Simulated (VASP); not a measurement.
Input of a VASP 6.6.1 run:

File POSCAR:

```
TePb
1.0
    3.9205847483      0.0000000000      0.0000000000
    0.0000000000      3.9205847483      0.0000000000
    0.0000000000      0.0000000000      3.9205847483
Pb Te
1 1
Direct
    0.0000000000      0.0000000000      0.0000000000
    0.5000000000      0.5000000000      0.5000000000
```

INCAR.step1

```
  ALGO = Normal
  EDIFF = 1E-5
  ENCUT = 520
  GGA = PE
  ISIF = 2
  ISMEAR = -1
  LASPH = True
  LCHARG = False
  LREAL = False
  LWAVE = True
  NBANDS = 17
  NELM = 80
  PREC = Accurate
  SIGMA = 0.05
```

File INCAR.step2:

```
  AEXX = 0.25
  ALGO = Normal
  EDIFF = 1E-6
  ENCUT = 520
  ISIF = 2
  ISMEAR = -1
  ISTART = 1
  LASPH = True
  LCHARG = False
  LHFCALC = True
  LMIXTAU = True
  LREAL = False
  LWAVE = False
  METAGGA = R2SCAN
  NBANDS = 17
  NELM = 80
  PREC = Accurate
  PRECFOCK = Normal
  SIGMA = 0.05
```

KPOINTS

```
k-points
0
Gamma
  4 4 4
```

Potentials or basis: VASP PAW PBE potentials, release 64 (Pb_d, Te).

Command:

```sh
$ cat potpaw_PBE.64/Pb_d/POTCAR potpaw_PBE.64/Te/POTCAR > POTCAR
$ cp INCAR.step1 INCAR
$ mpirun -np 1 vasp_std > vasp.out
$ cp INCAR.step2 INCAR
$ mpirun -np 1 vasp_std > vasp.out
```

**Question.** Estimate the pressure.

**Answer.** 2.6 GPa.

**Question.** What does it give for the band gap on the k mesh?

**Answer.** Zero (bands 10 and 11 overlap by 1.76 eV).

Caveat: the k points lie up to 0.40 Å⁻¹ apart, too coarse for converged energies and pressures of a metal; the PAW data sets were made with another functional, which shifts forces and pressure a little; spin-orbit coupling is left out, which moves the levels of the heavy elements.
